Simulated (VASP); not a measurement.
Input of a VASP 6.6.1 run:

Contents of INCAR:

```
  PREC = Accurate
  ENCUT = 520
  EDIFF = 1E-6
  ISMEAR = -1
  SIGMA = 0.05
  LREAL = False
  LASPH = True
  NELM = 150
  ALGO = Normal
  ISIF = 2
  LWAVE = False
  LCHARG = False
  ISPIN = 2
  MAGMOM = 2.5 2.5 2.5
  LORBIT = 11
  LMAXMIX = 4
  GGA = RP
  NBANDS = 23
```

The input KPOINTS:

```
regular mesh
0
Gamma
  9 9 13
```

The input POSCAR:

```
Fe
1.0
    4.2371437128      0.0000000000      0.0000000000
   -2.1185718564      3.6694740948      0.0000000000
    0.0000000000      0.0000000000      2.4212764213
Fe
3
Direct
    1.0000000000      0.0000000000      0.0000000000
    0.3333333333      0.6666666667      0.5000000000
    0.6666666667      0.3333333333      0.5000000000
```

Potentials or basis: VASP PAW PBE potentials, release 64 (Fe).

Command:

```console
$ cat potpaw_PBE.64/Fe/POTCAR > POTCAR
$ mpirun -np 1 vasp_std > vasp.out
```

(1) What does it give for the net moment?

(2) Estimate the pressure.

(3) Estimate the site moments.

Answers

(1) 7.90 μB per cell.

(2) -0.1 GPa.

(3) Fe +2.67, +2.63 μB.

Caveat: the PAW data sets were made with another functional, which shifts forces and pressure a little.
